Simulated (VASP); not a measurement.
# Sr (P6_3/mmc) in VASP: notebook

Runs on Sr. Level: PBE. Tasks: relaxation of cell and atoms.

All numbers are computed with VASP 6.6.1; they aren't measurements. Logs are shortened: lines on timing, memory, paths and dates and some standing lists are left out, and cuts for length are marked.

### Step 1. The cell of the first run

It takes space group P6_3/mmc (No. 194, hexagonal). Conventional cell: a = 4.434 Å, b = 4.434 Å, c = 6.297 Å, α = 90.00°, β = 90.00°, γ = 120.00°. Sr (site symmetry -3m) has 8 Sr at 3.01 to 3.15 Å within 4.0 Å. Within 4.1 Å of Sr (site symmetry -6m2) lie 12 Sr at 3.01 to 4.06 Å.

This isn't the form of Sr at room conditions, which is fcc.

### Step 2. Relaxation of cell and atoms, PBE, target pressure 24 GPa, at which the enthalpy is minimised

INCAR

```
SYSTEM = Sr
PREC = Accurate ; ENCUT = 600
EDIFF = 1E-6 ; ISMEAR = -1
SIGMA = 0.08 ; LREAL = .False.
LASPH = .True. ; NELM = 100
ALGO = Normal ; ISIF = 3
LWAVE = .False. ; LCHARG = .False.
GGA = PE ; IBRION = 2
NSW = 60 ; EDIFFG = -0.005
PSTRESS = 240.0
```

KPOINTS

```
Automatic mesh
0
Gamma
  8 8 5
  0 0 0
```

POSCAR

```
Sr
1.0
    4.4342087426      0.0000000000      0.0000000000
   -2.2171043713      3.8401374168      0.0000000000
    0.0000000000      0.0000000000      6.2965764146
Sr
4
Direct
    0.0000000000      0.0000000000      0.0000000000
    0.0000000000      0.0000000000      0.5000000000
    0.3333333333      0.6666666667      0.2500000000
    0.6666666667      0.3333333333      0.7500000000
```

Potentials or basis: VASP PAW PBE potentials, release 64 (Sr_sv).

Started as:

```
> cat potpaw_PBE.64/Sr_sv/POTCAR > POTCAR
> mpirun -np 1 vasp_std > vasp.out
```

OUTCAR:

```text
SYSTEM = Sr
   PREC = Accurate
   ENCUT = 600
   EDIFF = 1E-6
   ISMEAR = -1
   LREAL = .False.
   LASPH = .True.
   NELM = 100
   ISIF = 3
   GGA = PE
   IBRION = 2
   NSW = 60
   EDIFFG = -0.005
   PSTRESS = 240.0

 ion  position               nearest neighbor table
   1  0.000  0.000  0.000-   3 3.01   4 3.01   4 3.01   3 3.01   4 3.01   3 3.01   2 3.15   2 3.15

   2  0.000  0.000  0.500-   3 3.01   4 3.01   4 3.01   3 3.01   4 3.01   3 3.01   1 3.15   1 3.15

   3  0.333  0.667  0.250-   1 3.01   2 3.01   1 3.01   2 3.01   1 3.01   2 3.01   4 4.06   4 4.06
                             4 4.06   4 4.06   4 4.06   4 4.06
   4  0.667  0.333  0.750-   1 3.01   2 3.01   1 3.01   2 3.01   1 3.01   2 3.01   3 4.06   3 4.06
                             3 4.06   3 4.06   3 4.06   3 4.06

  LATTYP: Found a hexagonal cell.
 ALAT       =     4.4342087426
 C/A-ratio  =     1.4200000000

  Lattice vectors:

 A1 = (   4.4342087426,   0.0000000000,   0.0000000000)
 A2 = (  -2.2171043713,   3.8401374168,   0.0000000000)
 A3 = (   0.0000000000,   0.0000000000,   6.2965764146)

Analysis of symmetry for initial positions (statically):
=====================================================================
 Subroutine PRICEL returns:
 Original cell was already a primitive cell.

 Routine SETGRP: Setting up the symmetry group for a
 hexagonal supercell.

 Subroutine GETGRP returns: Found 24 space group operations
 (whereof 12 operations were pure point group operations)
 out of a pool of 24 trial point group operations.

The static configuration has the point symmetry D_3d.
 The point group associated with its full space group is D_6h.

Analysis of symmetry for dynamics (positions and initial velocities):
=====================================================================
 Subroutine PRICEL returns:
 Original cell was already a primitive cell.

 Routine SETGRP: Setting up the symmetry group for a
 hexagonal supercell.

 Subroutine GETGRP returns: Found 24 space group operations
 (whereof 12 operations were pure point group operations)
 out of a pool of 24 trial point group operations.

The dynamic configuration has the point symmetry D_3d.
 The point group associated with its full space group is D_6h.

 Subroutine INISYM returns: Found 24 space group operations
 (whereof 12 operations are pure point group operations),
 and found     1 'primitive' translations

----------------------------------------------------------------------------------------

                                     Primitive cell

  volume of cell :     107.2179

  direct lattice vectors                    reciprocal lattice vectors
     4.434208743  0.000000000  0.000000000     0.225519379  0.130203674  0.000000000
    -2.217104371  3.840137417  0.000000000     0.000000000  0.260407348  0.000000000
     0.000000000  0.000000000  6.296576415     0.000000000  0.000000000  0.158816464

[... 105 lines left out ...]
   IMIX   =      4    mixing-type and parameters
     AMIX     =   0.40;   BMIX     =  1.00
     AMIX_MAG =   1.60;   BMIX_MAG =  1.00
  volume/ion in A,a.u.               =      26.80       180.89
  Fermi-wavevector in a.u.,A,eV,Ry     =   1.178526  2.227091 18.897440  1.388923
  Thomas-Fermi vector in A             =   2.314853
   LORBIT       =      0    0 simple, 1 ext, 2 COOP (PROOUT), +10 PAW based schemes
   GGA     = PE    functional components
   LHFCALC =     F    Hartree Fock is set to
   AEXX    =    0.0000 exact exchange contribution
   IVDW    =     0    specifies the selected vdW correction
   LEPSILON=     F    determine dielectric tensor
   LRPA    =     F    only Hartree local field effects (RPA)
 conjugate gradient relaxation of ions
 non-spin polarized calculation
  energy-cutoff  :      600.00
  volume of cell :      107.22
 maximum number of plane-waves:      3631
 NGX is ok and might be reduce to    36

--------------------------------------- Ionic step        1  -------------------------------------------

 number of electron      40.0000001 magnetization

 Free energy of the ion-electron system (eV)
  ---------------------------------------------------
  ext. energy  EPLUGINS =         0.00000000
  ---------------------------------------------------
  free energy    TOTEN  =         1.20677266 eV

  energy without entropy =        1.29107380  energy(sigma->0) =        1.24892323

------------------------ aborting loop because EDIFF is reached ----------------------------------------

  FORCE on cell =-STRESS in cart. coord.  units (eV):
  Direction    XX          YY          ZZ          XY          YZ          ZX
  --------------------------------------------------------------------------------------
  -------------------------------------------------------------------------------------
  Total       12.6273553     12.6273553     20.2644932      0.0000000     -0.0000000      0.0000000
  in kB      188.6929206    188.6929206    302.8160929      0.0000000     -0.0000000      0.0000000
  external PRESSURE =     -13.2660219 kB  Pullay stress =     240.0000000 kB
[... 103 lines left out ...]
  energy  without entropy=        2.9811067339  energy(sigma->0) =        2.93714394

  enthalpy is  TOTEN    =        16.3414647563 eV   P V=       13.4482836032

 E-fermi :   4.8008     XC(G=0): -10.0125

 val. band max:        4.7984865769   @ k =   0.3750   0.1250   0.2000
 cond. band min:       4.8121419954   @ k =   0.2500   0.1250   0.0000
 fundamental gap:      0.0136554185
 Fermi energy:         4.8008234685

 k-point     1 :       0.0000    0.0000    0.0000
  band No.  band energies     occupation
      1     -30.8538      2.00000
      2     -30.7082      2.00000
      3     -30.6441      2.00000
      4     -30.4900      2.00000
      5     -13.9311      2.00000
      6     -13.0219      2.00000
[... 637 lines left out ...]
     23       6.2897      0.00000
     24       6.5800      0.00000

 [... further k-points ...]

[... ionic steps 4 to 20 ...]

--------------------------------------- Ionic step       21  -------------------------------------------

 number of electron      39.9999999 magnetization

------------------------ aborting loop because EDIFF is reached ----------------------------------------
[... 75 lines left out ...]
--------------------------------------- Ionic step       23  -------------------------------------------

 number of electron      39.9999999 magnetization

 Free energy of the ion-electron system (eV)
  ---------------------------------------------------
  ext. energy  EPLUGINS =         0.00000000
  ---------------------------------------------------
  free energy    TOTEN  =        -1.18491980 eV

  energy without entropy =       -1.09387740  energy(sigma->0) =       -1.13939860

 E-fermi :   4.7196     XC(G=0):  -9.9521

 val. band max:        4.7196198068   @ k =   0.3750   0.2500   0.2000
 cond. band min:       4.7384077260   @ k =   0.2500   0.1250   0.2000
 fundamental gap:      0.0187879192
 Fermi energy:         4.7196289688

 k-point     1 :       0.0000    0.0000    0.0000
  band No.  band energies     occupation
      1     -30.9237      2.00000
      2     -30.8006      2.00000
      3     -30.7394      2.00000
      4     -30.6099      2.00000
      5     -13.9258      2.00000
      6     -13.0843      2.00000
[... 674 lines left out ...]
  energy  without entropy=       -1.0938774007  energy(sigma->0) =       -1.13939860

  enthalpy is  TOTEN    =        14.8127655546 eV   P V=       15.9976853591

 reached required accuracy - stopping structural energy minimisation
```

CONTCAR:

```text
Sr
   1.00000000000000
     3.3684741790052559    0.0000000000000000   -0.0000000000000000
    -1.6842370895026280    2.9171842114658890   -0.0000000000000000
    -0.0000000000000000   -0.0000000000000000   10.8682448625866783
  Sr
     4
Direct
     0.0000000000000000    0.0000000000000000    0.0000000000000000
     0.0000000000000000    0.0000000000000000    0.5000000000000000
     0.3333333332999970    0.6666666667000030    0.2500000000000000
     0.6666666667000030    0.3333333332999970    0.7500000000000000

  0.00000000E+00  0.00000000E+00  0.00000000E+00
  0.00000000E+00  0.00000000E+00  0.00000000E+00
  0.00000000E+00  0.00000000E+00  0.00000000E+00
  0.00000000E+00  0.00000000E+00  0.00000000E+00
```

It took 24 min on 1 thread of Oxide Virtual Turin-like, shared host; peak memory 0.26 GiB.

What came out:

| Property | Result |
| --- | --- |
| Free energy | -1.1849 eV |
| Relaxed volume | 26.70 Å³/atom |
| Relaxed cell | a = 3.368 Å, b = 3.368 Å, c = 10.868 Å, α = 90.00°, β = 90.00°, γ = 120.00° |
| Space group after relaxing (to 0.1 Å) | P6_3/mmc (No. 194) |
| Energy change on relaxing (the run minimises the enthalpy) | -597.9 meV/atom |
| Ionic steps | 23 |
| Pressure after relaxing | 24.0 GPa |
| Band gap on the k mesh | zero (bands 20 and 21 overlap by 0.61 eV) |

Step by step:
| step | energy change (eV) | largest force (eV/Å) | pressure (GPa) | volume (Å³) |
| --- | --- | --- | --- | --- |
| 1 | 0.0000 | 0.0000 | 22.67 | 107.22 |
| 2 | 0.0717 | 0.0000 | 24.49 | 103.52 |
| 3 | 1.6864 | 0.0000 | 38.30 | 89.78 |
| 4 | 1.4713 | 0.0000 | 37.62 | 90.41 |
| 5 | 0.9262 | 0.0000 | 35.82 | 92.06 |
| 6 | 0.1363 | 0.0000 | 33.12 | 94.26 |
| 7 | -0.1837 | 0.0000 | 32.04 | 94.66 |
| 8 | -0.3489 | 0.0000 | 31.81 | 95.02 |
| 9 | -0.3109 | 0.0000 | 31.85 | 94.92 |
| 10 | -1.0267 | 0.0000 | 29.15 | 98.56 |
| 11 | -1.9927 | 0.0000 | 25.47 | 104.32 |
| 12 | -2.0519 | 0.0000 | 25.22 | 104.71 |
| 13 | -2.1516 | 0.0000 | 24.87 | 105.29 |
| 14 | -2.4203 | 0.0000 | 23.90 | 106.99 |
| 15 | -2.4136 | 0.0000 | 23.89 | 106.94 |
| 16 | -2.2871 | 0.0000 | 24.39 | 106.12 |
| 17 | -2.4070 | 0.0000 | 23.94 | 106.90 |
| 18 | -2.3956 | 0.0000 | 23.99 | 106.82 |
| 19 | -2.3856 | 0.0000 | 24.03 | 106.76 |
| 20 | -2.3893 | 0.0000 | 24.03 | 106.78 |
| 21 | -2.4002 | 0.0000 | 23.97 | 106.85 |
| 22 | -2.3944 | 0.0000 | 23.97 | 106.81 |
| 23 | -2.3917 | 0.0000 | 23.99 | 106.80 |

Final structure:
```
Sr
1.0
     3.36847    0.00000    0.00000
    -1.68424    2.91718    0.00000
     0.00000    0.00000   10.86824
Sr
4
Direct
  0.00000 0.00000 0.00000
  0.00000 0.00000 0.50000
  0.33333 0.66667 0.25000
  0.66667 0.33333 0.75000
```

Levels at points of the mesh, in eV from the Fermi level:
```tsv
k point	band 16	band 17	band 18	band 19	band 20	band 21	band 22	band 23	band 24
(0.00, 0.00, 0.00)	-16.78	-4.00	-2.25	-2.21	-1.49	1.87	1.92	2.80	2.80
(0.50, 0.00, 0.00)	-17.01	-1.72	-1.58	-1.06	-0.53	0.18	0.37	0.49	1.70
```

Caveat: the cell is relaxed towards a set pressure, so the run minimises the enthalpy, not the energy; a cell axis changed by over 15 % at a fixed basis, so the end point is rough.

### Step 3. Relaxation of cell and atoms, PBE, target pressure 24 GPa, at which the enthalpy is minimised

This run uses another cell than the first one, of the same volume but with other edges.

INCAR

```
ALGO = Normal ; EDIFF = 1E-7
EDIFFG = -0.005 ; ENCUT = 600
GGA = PE ; IBRION = 2
ISIF = 3 ; ISMEAR = -1
LASPH = T ; LCHARG = F
LREAL = F ; LWAVE = F
NELM = 60 ; NSW = 60
PREC = Accurate ; PSTRESS = 240.0
SIGMA = 0.08
```

KPOINTS

```
k-points
0
Gamma
  11 11 3
```

POSCAR

```
Sr
1.0
    3.3647370349      0.0000000000      0.0000000000
   -1.6823685174      2.9139477493      0.0000000000
    0.0000000000      0.0000000000     10.9353953634
Sr
4
Direct
    0.0000000000      0.0000000000      0.0000000000
    0.0000000000      0.0000000000      0.5000000000
    0.3333333333      0.6666666667      0.2500000000
    0.6666666667      0.3333333333      0.7500000000
```

Potentials or basis: VASP PAW PBE potentials, release 64 (Sr_sv).

Started as:

```
> cat potpaw_PBE.64/Sr_sv/POTCAR > POTCAR
> mpirun -np 1 vasp_std > vasp.out
```

Run time: 10 min. Hardware: 1 thread of Oxide Virtual Turin-like, shared host; peak memory 0.27 GiB.

The run converged. Its results:

- Free energy: -1.2035 eV
- Relaxed volume: 26.67 Å³/atom
- Relaxed cell: a = 3.355 Å, b = 3.355 Å, c = 10.942 Å, α = 90.00°, β = 90.00°, γ = 120.00°
- Space group after relaxing (to 0.1 Å): P6_3/mmc (No. 194)
- Energy change on relaxing (the run minimises the enthalpy): +19.9 meV/atom
- Ionic steps: 5
- Pressure after relaxing: 24.0 GPa
- Band gap on the k mesh: zero (bands 20 and 21 overlap by 0.72 eV)

The path:
| step | energy change (eV) | largest force (eV/Å) | pressure (GPa) | volume (Å³) |
| --- | --- | --- | --- | --- |
| 1 | 0.0000 | 0.0000 | 23.69 | 107.22 |
| 2 | 0.1214 | 0.0000 | 24.16 | 106.40 |
| 3 | 0.0848 | 0.0000 | 24.02 | 106.65 |
| 4 | 0.0824 | 0.0000 | 24.01 | 106.66 |
| 5 | 0.0796 | 0.0000 | 24.00 | 106.68 |

Final structure:
```
CELL_PARAMETERS angstrom
3.35523 0.00000 0.00000
-1.67762 2.90572 0.00000
0.00000 0.00000 10.94248
ATOMIC_POSITIONS crystal
Sr 0.00000 0.00000 0.00000
Sr 0.00000 0.00000 0.50000
Sr 0.33333 0.66667 0.25000
Sr 0.66667 0.33333 0.75000
```

Levels at points of the mesh, in eV from the Fermi level:
```tsv
k point	band 17	band 18	band 19	band 20	band 21	band 22	band 23	band 24
(0.00, 0.00, 0.00)	-4.00	-2.26	-2.23	-1.48	1.82	1.87	2.74	2.84
```

Caveat: the cell is relaxed towards a set pressure, so the run minimises the enthalpy, not the energy.
